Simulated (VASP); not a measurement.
Here is a VASP 6.6.1 calculation.

INCAR

```
SYSTEM = BN
ALGO = Normal
EDIFF = 1E-6
ENCUT = 520
GGA = PS
ISIF = 2
ISMEAR = -1
LASPH = .True.
LCHARG = .False.
LREAL = Auto
LWAVE = .False.
NBANDS = 66
NELM = 60
PREC = Accurate
SIGMA = 0.112
```

Contents of KPOINTS:

```
k-points
0
Gamma
  4 4 2
  0 0 0
```

File POSCAR:

```
BN
1.0
    0.0000000000      3.6096491085      3.6096491085
    3.6096491085      0.0000000000      3.6096491085
    5.4144736627      5.4144736627      0.0000000000
B N
12 12
Direct
   -0.0148849648     -0.0090409065      0.0054150231
   -0.0051381726     -0.0001401798      0.3528603368
   -0.0337959442      0.0136524350      0.6720375288
    0.0401140099      0.4835604369     -0.0015189842
   -0.0128126027      0.5094226460      0.3323606526
   -0.0078887169      0.5009648987      0.6627851059
    0.5074200968     -0.0259106903      0.0097160875
    0.5006801065     -0.0241587194      0.3496300135
    0.4825341599     -0.0373928313      0.6634009552
    0.5023941235      0.5061798100      0.0015383767
    0.4895653142      0.4902800651      0.3421451678
    0.4879572632      0.4658545608      0.6782261266
    0.1295641172      0.1021982993      0.0920573321
    0.1093302945      0.1349014781      0.4149300818
    0.1242731597      0.1042983649      0.7550646203
    0.1355989143      0.6341177303      0.0886220028
    0.1152825351      0.6000573560      0.4322819993
    0.1001784354      0.6270853293      0.7592520079
    0.6058478080      0.1234668486      0.0979766517
    0.6040067703      0.1155285424      0.4321717393
    0.5919549064      0.1127534804      0.7527787102
    0.6466538519      0.6277949551      0.0683267706
    0.6191243062      0.6025332199      0.4280612751
    0.6417190232      0.5731791201      0.7516877454
```

Potentials or basis: VASP PAW PBE potentials, release 64 (B, N).

Run with:

```console
$ cat potpaw_PBE.64/B/POTCAR potpaw_PBE.64/N/POTCAR > POTCAR
$ mpirun -np 1 vasp_std > vasp.out
```

(1) Predict the pressure.

(2) Estimate the band gap on the k mesh.

(3) Estimate the largest force.

Results:

(1) 3.2 GPa.

(2) 3.75 eV (least direct gap 3.89 eV).

(3) 4.735 eV/Å.

Caveat: the k points lie up to 0.50 Å⁻¹ apart; the atoms stand as in a frame of molecular dynamics; the PAW data sets were made with another functional, which shifts forces and pressure a little.
